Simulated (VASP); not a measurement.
# Ag (P6_3/mmc) in VASP: further runs

Ag is run at these levels: PBE; tasks: single point.

Everything below comes from runs of VASP 6.6.1. Logs are shortened: lines on timing, memory, paths and dates and some standing lists are left out, and cuts for length are marked.

### 1 The cell of the first run

Symmetry: P6_3/mmc, No. 194, hexagonal system. Conventional cell: a = 2.934 Å, b = 2.934 Å, c = 4.799 Å, α = 90.00°, β = 90.00°, γ = 120.00°. Within 3.9 Å of Ag (site symmetry -6m2) lie 12 Ag at 2.93 to 2.94 Å.

### 2 Single point, PBE

INCAR

```
ALGO     = Fast           # electronic algorithm
EDIFF    = 1E-6           # SCF threshold, eV
ENCUT    = 520            # plane-wave cutoff, eV
GGA      = PE             # functional
ISIF     = 2              # what is computed and relaxed
ISMEAR   = 0              # smearing method
LASPH    = T              # aspherical terms in the spheres
LCHARG   = F              # write CHGCAR
LREAL    = F              # projectors in reciprocal space
LWAVE    = F              # write WAVECAR
NBANDS   = 18             # bands
NELM     = 60             # most SCF steps
PREC     = Accurate       # precision mode
SIGMA    = 0.1            # smearing width, eV
```

KPOINTS

```
k-points
0
Gamma
  18 18 10
```

POSCAR

```
Ag
1.0
    2.9341770197      0.0000000000      0.0000000000
   -1.4670885098      2.5410718382      0.0000000000
    0.0000000000      0.0000000000      4.7990779179
Ag
2
Direct
    0.3333333333      0.6666666667      0.2500000000
    0.6666666667      0.3333333333      0.7500000000
```

Potentials or basis: VASP PAW PBE potentials, release 64 (Ag).

On the command line:

```console
cat potpaw_PBE.64/Ag/POTCAR > POTCAR
mpirun -np 1 vasp_std > vasp.out
```

OUTCAR:

```text
EDIFF = 1E-6
   ENCUT = 520
   GGA = PE
   ISIF = 2
   ISMEAR = 0
   LASPH = T
   LREAL = F
   NELM = 60
   PREC = Accurate

 ion  position               nearest neighbor table
   1  0.333  0.667  0.250-   2 2.94   2 2.94   2 2.94   2 2.94   2 2.94   2 2.94
   2  0.667  0.333  0.750-   1 2.94   1 2.94   1 2.94   1 2.94   1 2.94   1 2.94

  LATTYP: Found a hexagonal cell.
 ALAT       =     2.9341770197
 C/A-ratio  =     1.6355788644

  Lattice vectors:

 A1 = (   2.9341770197,   0.0000000000,   0.0000000000)
 A2 = (  -1.4670885098,   2.5410718382,   0.0000000000)
 A3 = (   0.0000000000,   0.0000000000,   4.7990779179)

Analysis of symmetry for initial positions (statically):
=====================================================================
 Subroutine PRICEL returns:
 Original cell was already a primitive cell.

 Routine SETGRP: Setting up the symmetry group for a
 hexagonal supercell.

 Subroutine GETGRP returns: Found 24 space group operations
 (whereof 12 operations were pure point group operations)
 out of a pool of 24 trial point group operations.

The static configuration has the point symmetry D_3d.
 The point group associated with its full space group is D_6h.

Analysis of symmetry for dynamics (positions and initial velocities):
=====================================================================
 Subroutine PRICEL returns:
 Original cell was already a primitive cell.

 Routine SETGRP: Setting up the symmetry group for a
 hexagonal supercell.

 Subroutine GETGRP returns: Found 24 space group operations
 (whereof 12 operations were pure point group operations)
 out of a pool of 24 trial point group operations.

The dynamic configuration has the point symmetry D_3d.
 The point group associated with its full space group is D_6h.

 Subroutine INISYM returns: Found 24 space group operations
 (whereof 12 operations are pure point group operations),
 and found     1 'primitive' translations

----------------------------------------------------------------------------------------

                                     Primitive cell

  volume of cell :      35.7817

  direct lattice vectors                    reciprocal lattice vectors
     2.934177020  0.000000000  0.000000000     0.340811067  0.196767361  0.000000000
    -1.467088510  2.541071838  0.000000000     0.000000000  0.393534722  0.000000000
     0.000000000  0.000000000  4.799077918     0.000000000  0.000000000  0.208373362

  length of vectors
     2.934177020  2.934177020  4.799077918     0.393534722  0.393534722  0.208373362

  position of ions in fractional coordinates (direct lattice)
     0.333333333  0.666666667  0.250000000
     0.666666667  0.333333333  0.750000000

  ion indices of the primitive-cell ions
   primitive index   ion index
                 1           1
                 2           2

----------------------------------------------------------------------------------------

 KPOINTS: k-points

Automatic generation of k-mesh.
 Grid dimensions read from file:
 generate k-points for:   18   18   10

 Generating k-lattice:

  Cartesian coordinates                     Fractional coordinates (reciprocal lattice)
     0.018933948  0.010931520  0.000000000     0.055555556  0.000000000  0.000000000
     0.000000000  0.021863040  0.000000000     0.000000000  0.055555556  0.000000000
     0.000000000  0.000000000  0.020837336     0.000000000  0.000000000  0.100000000

  Length of vectors
     0.021863040  0.021863040  0.020837336

  Shift w.r.t. Gamma in fractional coordinates (k-lattice)
     0.000000000  0.000000000  0.000000000

 Subroutine IBZKPT returns following result:
 ===========================================

 Found    222 irreducible k-points:

 Following reciprocal coordinates:
            Coordinates               Weight
  0.000000  0.000000  0.000000      1.000000
  0.055556  0.000000  0.000000      6.000000
  0.111111  0.000000  0.000000      6.000000
  0.166667  0.000000  0.000000      6.000000
  0.222222 -0.000000  0.000000      6.000000
  0.277778  0.000000  0.000000      6.000000
[... 16 lines left out ...]
  0.333333  0.111111  0.000000     12.000000
  0.388889  0.111111  0.000000     12.000000
 [... further k-points ...]
   k-points           NKPTS =    222   k-points in BZ     NKDIM =    222   number of bands    NBANDS=     18
   number of dos      NEDOS =    301   number of ions     NIONS =      2
   total plane-waves  NPLWV =  20736
   dimension x,y,z NGX =    24 NGY =   24 NGZ =   36
   dimension x,y,z NGXF=    48 NGYF=   48 NGZF=   72
   ions per type =               2
   NGX,Y,Z   is equivalent  to a cutoff of  13.60, 13.60, 12.47 a.u.
   NGXF,Y,Z  is equivalent  to a cutoff of  27.20, 27.20, 24.94 a.u.
 SYSTEM =  unknown system
   PREC   = accura    normal or accurate (medium, high low for compatibility)
   ISTART =      0    job   : 0-new  1-cont  2-samecut
   ICHARG =      2    charge: 1-file 2-atom 10-const
   ISPIN  =      1    spin polarized calculation?
   LNONCOLLINEAR =      F non collinear calculations
   LSORBIT =      F    spin-orbit coupling
   LASPH  =      T    aspherical Exc in radial PAW
   ENCUT  =  520.0 eV  38.22 Ry    6.18 a.u.   5.46  5.46  8.92*2*pi/ulx,y,z
   NELM   =     60;   NELMIN=  2; NELMDL= -5     # of ELM steps
   EDIFF  = 0.1E-05   stopping-criterion for ELM
   LREAL  =      F    real-space projection
[... 7 lines left out ...]
   TEBEG  =    0.0;   TEEND  =   0.0 temperature during run
   PSTRESS=    0.0 pullay stress
   NELECT =      22.0000    total number of electrons
   NUPDOWN=      -1.0000    fix difference up-down
   EMIN   =  10.00;   EMAX   =-10.00  energy-range for DOS
   EFERMI =   0.00;   METHOD = LEGACY
   ISMEAR =     0;   SIGMA  =   0.10  broadening in eV -4-tet -1-fermi 0-gaus
   EFERMI_NEDOS =   21; number of points for ismear=-14 and -15
   IALGO  =     68    algorithm
   IMIX   =      4    mixing-type and parameters
     AMIX     =   0.40;   BMIX     =  1.00
     AMIX_MAG =   1.60;   BMIX_MAG =  1.00
  volume/ion in A,a.u.               =      17.89       120.73
  Fermi-wavevector in a.u.,A,eV,Ry     =   1.392073  2.630637 26.366288  1.937867
  Thomas-Fermi vector in A             =   2.515851
   LORBIT       =      0    0 simple, 1 ext, 2 COOP (PROOUT), +10 PAW based schemes
   GGA     = PE    functional components
   LHFCALC =     F    Hartree Fock is set to
   AEXX    =    0.0000 exact exchange contribution
   IVDW    =     0    specifies the selected vdW correction
   LEPSILON=     F    determine dielectric tensor
   LRPA    =     F    only Hartree local field effects (RPA)
 non-spin polarized calculation
 RMM-DIIS sequential band-by-band and
 Gauss-broadening in eV      SIGMA  =   0.10
  energy-cutoff  :      520.00
  volume of cell :       35.78
 maximum number of plane-waves:       996
 NGX is ok and might be reduce to    24
   NGX = 11   NGY = 11   NGZ = 17

 number of electron      22.0000003 magnetization

 Free energy of the ion-electron system (eV)
  ---------------------------------------------------
  ext. energy  EPLUGINS =         0.00000000
  ---------------------------------------------------
  free energy    TOTEN  =        -5.42742195 eV

  energy without entropy =       -5.42336921  energy(sigma->0) =       -5.42539558

 E-fermi :   7.7673     XC(G=0): -11.9233

 val. band max:        7.7427788196   @ k =   0.0556   0.0000   0.0000
 cond. band min:       7.7730504487   @ k =   0.4444   0.0556   0.2000
 fundamental gap:      0.0302716291
 Fermi energy:         7.7673052765

 k-point     1 :       0.0000    0.0000    0.0000
  band No.  band energies     occupation
      1       0.3585      2.00000
      2       1.6730      2.00000
      3       3.1322      2.00000
      4       3.2270      2.00000
      5       3.2270      2.00000
      6       3.4438      2.00000
[... 10 lines left out ...]
     17      25.5158      0.00000
     18      25.5158      0.00000

 k-point     2 :       0.0556    0.0000    0.0000
  band No.  band energies     occupation
      1       0.4413      2.00000
      2       1.7205      2.00000
      3       3.0784      2.00000
      4       3.2693      2.00000
      5       3.2779      2.00000
      6       3.4274      2.00000
[... 10 lines left out ...]
     17      25.2240      0.00000
     18      25.9706      0.00000

 k-point     3 :       0.1111    0.0000    0.0000
  band No.  band energies     occupation
      1       0.6828      2.00000
      2       1.8500      2.00000
      3       2.9824      2.00000
      4       3.3403      2.00000
      5       3.3930      2.00000
      6       3.4255      2.00000
[... 10 lines left out ...]
     17      25.4343      0.00000
     18      26.4509      0.00000

 k-point     4 :       0.1667    0.0000    0.0000
  band No.  band energies     occupation
      1       1.0565      2.00000
      2       2.0134      2.00000
      3       2.8967      2.00000
      4       3.2977      2.00000
      5       3.3522      2.00000
      6       3.5794      2.00000
[... 10 lines left out ...]
     17      25.0947      0.00000
     18      25.6471      0.00000

 k-point     5 :       0.2222   -0.0000    0.0000
  band No.  band energies     occupation
      1       1.4941      2.00000
      2       2.1129      2.00000
      3       2.9115      2.00000
      4       3.0239      2.00000
      5       3.2700      2.00000
      6       3.4752      2.00000
[... 10 lines left out ...]
     17      23.7151      0.00000
     18      25.2200      0.00000

 k-point     6 :       0.2778    0.0000    0.0000
  band No.  band energies     occupation
      1       1.8452      2.00000
      2       2.0887      2.00000
      3       2.7020      2.00000
      4       3.1159      2.00000
      5       3.3154      2.00000
      6       3.3696      2.00000
[... 307 lines left out ...]
 k-point    21 :       0.2222    0.1111    0.0000
  band No.  band energies     occupation
      1       2.0550      2.00000
      2       2.2268      2.00000
      3       2.6635      2.00000
      4       2.8676      2.00000
      5       3.2387      2.00000
      6       3.3379      2.00000
[... 10 lines left out ...]
     17      22.8394      0.00000
     18      23.9250      0.00000

 k-point    22 :       0.2778    0.1111    0.0000
  band No.  band energies     occupation
      1       2.1034      2.00000
      2       2.2175      2.00000
      3       2.4177      2.00000
      4       3.1735      2.00000
      5       3.1860      2.00000
      6       3.4436      2.00000
[... 10 lines left out ...]
     17      20.9692      0.00000
     18      23.3283      0.00000

 k-point    23 :       0.3333    0.1111    0.0000
  band No.  band energies     occupation
      1       1.9963      2.00000
      2       2.2315      2.00000
      3       2.2349      2.00000
      4       3.1343      2.00000
      5       3.4926      2.00000
      6       3.5166      2.00000
[... 10 lines left out ...]
     17      19.6183      0.00000
     18      22.8997      0.00000

 k-point    24 :       0.3889    0.1111    0.0000
  band No.  band energies     occupation
      1       1.9217      2.00000
      2       2.1228      2.00000
      3       2.2146      2.00000
      4       3.1175      2.00000
      5       3.4437      2.00000
      6       3.6204      2.00000
[... 10 lines left out ...]
     17      18.5060      0.00000
     18      22.6416      0.00000

 [... further k-points ...]
[... 5 lines left out ...]
  --------------------------------------------------------------------------------------
  -------------------------------------------------------------------------------------
  Total       -0.0096276     -0.0096276     -0.0078585     -0.0000000     -0.0000000      0.0000000
  in kB       -0.4310883     -0.4310883     -0.3518745     -0.0000000     -0.0000000      0.0000000
  external PRESSURE =      -0.4046837 kB  Pullay stress =       0.0000000 kB

 VOLUME and BASIS-vectors are now :
 -----------------------------------------------------------------------------
  energy-cutoff  :      520.00
  volume of cell :       35.78
      direct lattice vectors                 reciprocal lattice vectors
     2.934177020  0.000000000  0.000000000     0.340811067  0.196767361  0.000000000
    -1.467088510  2.541071838  0.000000000     0.000000000  0.393534722  0.000000000
     0.000000000  0.000000000  4.799077918     0.000000000  0.000000000  0.208373362

 POSITION                                       TOTAL-FORCE (eV/Angst)
 -----------------------------------------------------------------------------------
     -0.00000      1.69405      1.19977        -0.000000      0.000000      0.000000
      1.46709      0.84702      3.59931         0.000000     -0.000000      0.000000
 -----------------------------------------------------------------------------------
    total drift:                                0.000000     -0.000000      0.000000

  FREE ENERGIE OF THE ION-ELECTRON SYSTEM (eV)
  ---------------------------------------------------
  free  energy   TOTEN  =        -5.4274219462 eV

  energy  without entropy=       -5.4233692072  energy(sigma->0) =       -5.42539558
```

Wall time 60 s (1 thread of Intel Xeon Platinum 8488C (Sapphire Rapids), shared host); peak memory 0.24 GiB.

Results:

* Free energy: -5.4274 eV
* Pressure: 0.0 GPa
* Band gap on the k mesh: zero (band 11 reaches 11.76 eV, above the bottom of band 12 at 4.41 eV)

(Part 1 of 2 ends here.)
